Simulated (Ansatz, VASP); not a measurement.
**Two plane-wave programs on K**

```
CELL_PARAMETERS angstrom
-2.52419 2.52419 2.52419
2.52419 -2.52419 2.52419
2.52419 2.52419 -2.52419
ATOMIC_POSITIONS crystal
K 0.00000 0.00000 0.00000
```

Alike in both runs: task relaxation of cell and atoms; functional LDA; k mesh 12 × 12 × 12; occupations fermi-dirac, width 0.08 eV; no spin polarisation.

```csv
,VASP,Ansatz
version,VASP 6.6.1,Ansatz 0.2.0
potentials or method,"VASP PAW LDA potentials, release 64 (K_sv)","PAW with Ansatz's default frozen-core files, scalar-relativistic"
plane-wave cutoff (eV),600,420
valence electrons in the cell,9,9
```

|  | VASP | Ansatz | Ansatz less VASP |
| --- | --- | --- | --- |
| relaxed volume (Å³/atom) | 64.33 | 64.33 | 0.000 |
| relaxed length of the cell vector where the two differ most in proportion (Å) | 4.372 | 4.372 | 0.0000 |

LDA's correlation is that of Perdew and Zunger in VASP and of Perdew and Wang (1992) in Ansatz.

Noted on VASP's run: the relaxation stopped at its first step, so nothing moved.
